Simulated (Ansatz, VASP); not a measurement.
# LiH: VASP beside Ansatz

```
Li H
1.0
     0.00000    1.92713    1.99847
     1.92713    0.00000    1.99847
     1.92713    1.92713    0.00000
Li H
1 1
Direct
  0.00000 0.00000 0.00000
  0.50000 0.50000 0.50000
```

Change from the starting cell: biaxial_xy strain -3.6%.

Alike in both runs: task single point; functional HSE06; k mesh 8 × 8 × 8; no spin polarisation.

|  | VASP | Ansatz |
| --- | --- | --- |
| version | VASP 6.6.1 | Ansatz 0.2.0 |
| potentials or method | VASP PAW PBE potentials, release 64 (Li_sv, H) | plane waves, PAW |
| plane-wave cutoff (eV) | 520 | 420 |
| occupations | gaussian, width 0.01 eV | fixed |
| valence electrons in the cell | 4 | 4 |

```tsv
	VASP	Ansatz	Ansatz less VASP
gap on the k mesh at the Fermi level (eV)	3.46	3.46	+0.001
```

Ansatz's warnings: stress exchange threshold loose, stress scf threshold loose.

Noted on VASP's run: the cutoff is short for stress, so the pressure is rough.
